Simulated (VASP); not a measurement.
Runs of VASP 6.6.1 on Sn. The structure is monoclinic, space group C2/c (No. 15). The conventional cell has a = 3.178 Å, b = 8.342 Å, c = 4.458 Å, α = 90.00°, β = 110.77°, γ = 90.00°. Within 4.0 Å of Sn (site symmetry 2) lie 10 Sn at 3.05 to 3.79 Å. 

| k mesh | smearing | gap on the mesh (eV) | pressure (GPa) | largest force (eV/Å) |
| --- | --- | --- | --- | --- |
| 4 × 4 × 3 | fermi-dirac 0.1 eV | none | (b) | 0.11 |
| 2 × 2 × 1 | fermi-dirac 0.1 eV | none | 7.4 | 0.31 |
| 6 × 6 × 4 | fermi-dirac 0.1 eV | none | -0.1 | (a) |
| 11 × 11 × 8 | fermi-dirac 0.2 eV | none | 0.1 | - |
| 11 × 11 × 8 | fermi-dirac 0.03 eV | none | 0.0 | - |
| 12 × 12 × 8 | fermi-dirac 0.1 eV | none | -0.1 | - |
| 11 × 11 × 8 | gaussian 0.01 eV | none | 0.0 | - |
| 11 × 11 × 8 | fermi-dirac 0.1 eV | none | 0.0 | - |

Alike in all rows: task single point; level r2SCAN; potentials or basis VASP PAW PBE potentials, release 64 (Sn_d); no spin polarisation; cell as given; cutoff (eV) 520.

**Question.** Estimate the missing entries.

**Answer.** (a) 0.04; (b) 0.4.

Caveats: some runs use coarse meshes; the PAW data sets were made with another functional, which shifts forces and pressure a little; spin-orbit coupling is left out, which moves the levels of the heavy elements.

A k mesh can miss the band edges, and the runs leave out spin-orbit coupling on Sn.

A gap of «none» marks levels without a gap at the run's occupations.
